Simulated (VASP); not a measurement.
Wanted: the native input for a VASP 6.6.1 run.

```yaml
Task: single point
Functional: PBE
Potentials_or_basis: VASP PAW PBE potentials, release 64 (C, O)
Cutoff: 520 eV
k_mesh: 8 × 8 × 4
Occupations: gaussian, width 0.01 eV
Spin: no spin polarisation
Dipole_correction: no
Further_INCAR_settings: ALGO = Normal; EDIFF = 1e-06; NBANDS = 25
```

The structure of CO2 lies in POSCAR:

```
CO2
1.0
    2.6429036700     -2.3798740826      0.0000000000
    2.6429036700      2.3798740826      0.0000000000
    0.0000000000      0.0000000000      6.4270335321
C O
2 4
Direct
    0.0000000000      0.0000000000      0.0000000000
    0.5000000000      0.5000000000      0.5000000000
    0.8037318778      0.1962681222      0.8928652518
    0.1962681222      0.8037318778      0.1071347482
    0.6962681222      0.3037318778      0.3928652518
    0.3037318778      0.6962681222      0.6071347482
```

These files were run (other wordings do the same):

INCAR

```
PREC = Accurate
ENCUT = 520
EDIFF = 1E-6
ISMEAR = 0
SIGMA = 0.01
LREAL = F
LASPH = T
NELM = 80
ALGO = Normal
ISIF = 2
LWAVE = F
LCHARG = F
GGA = PE
NBANDS = 25
```

KPOINTS

```
Automatic mesh
0
Gamma
  8 8 4
```

Potentials or basis: VASP PAW PBE potentials, release 64 (C, O).

Command:

```bash
$ cat potpaw_PBE.64/C/POTCAR potpaw_PBE.64/O/POTCAR > POTCAR
$ mpirun -np 1 vasp_std > vasp.out
```

It gave:

```json
{
 "Pressure": "6.7 GPa",
 "Largest force": "1.437 eV/Å",
 "Band gap on the k mesh": "6.68 eV, indirect (least direct gap 7.24 eV)"
}
```

Caveat: forces of over 1 eV/Å act on the atoms, so gaps and moduli don't describe the material at rest.

Run time: 82 s on 1 thread of Oxide Virtual Turin-like Processor (shared host), peak memory 0.2 GiB.
